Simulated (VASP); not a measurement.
The system is HfSi4.

```
Hf Si
1.0
    -2.15152    2.15152    4.06798
     2.15152   -2.15152    4.06798
     2.15152    2.15152   -4.06798
Hf Si
1 4
Direct
  0.00000 0.00000 0.00000
  0.24500 0.24500 0.00000
  0.75500 0.75500 0.00000
  0.50000 0.00000 0.50000
  0.00000 0.50000 0.50000
```

The cell was built from a structure type or drawn by symmetry, and may not be a known phase.

- Program: VASP 6.6.1
- Task: relaxation of cell and atoms
- Functional: PBE
- Potentials or basis: VASP PAW PBE potentials, release 64 (Hf_pv, Si)
- Cutoff: 600 eV
- k mesh: 6 × 6 × 6
- Occupations: gaussian, width 0.1 eV
- Spin: no spin polarisation

At the start: pressure 64.8 GPa; volume 15.06 Å³/atom.

Task: How do energy, volume and symmetry change on relaxing?

Result: Over 19 steps the energy falls by 2039.8 meV/atom and the volume is 20.60 Å³/atom (+36.8 %); space group I4/mmm (No. 139, to 0.1 Å) before and after.

The path:
```csv
step,energy change (eV),largest force (eV/Å),pressure (GPa),volume (Å³)
1,0.0000,10.8360,64.80,75.32
2,-5.9994,0.2224,-10.43,162.81
3,-8.1682,0.6745,-1.02,116.59
4,-8.1718,0.7161,-0.54,115.63
5,-8.1718,0.7714,0.08,114.44
6,-8.7439,1.2489,-3.26,116.53
7,-8.8023,1.5357,-4.07,117.17
8,-9.1919,1.8333,-1.53,108.88
9,-9.4571,2.7894,10.09,92.03
10,-9.5769,2.1900,11.11,91.16
11,-9.6201,0.2931,14.21,89.50
12,-9.6391,1.3595,12.65,90.23
13,-9.7929,1.1814,10.36,92.02
14,-10.0965,0.6873,4.38,97.53
15,-10.1239,0.0967,-3.82,109.17
16,-10.1935,0.2804,-0.75,104.00
17,-10.1940,0.3033,-0.40,103.49
18,-10.1962,0.2289,-0.28,103.37
19,-10.1990,0.0035,0.10,103.01
```

Final structure:
```
Hf Si
1.0
    -2.59110    2.59110    3.83574
     2.59110   -2.59110    3.83574
     2.59110    2.59110   -3.83574
Hf Si
1 4
Direct
  0.00000 0.00000 0.00000
  0.34993 0.34993 0.00000
  0.65007 0.65007 0.00000
  0.50000 0.00000 0.50000
  0.00000 0.50000 0.50000
```

Caveat: the volume moved by over 15 % at a fixed basis, so the end points are rough.
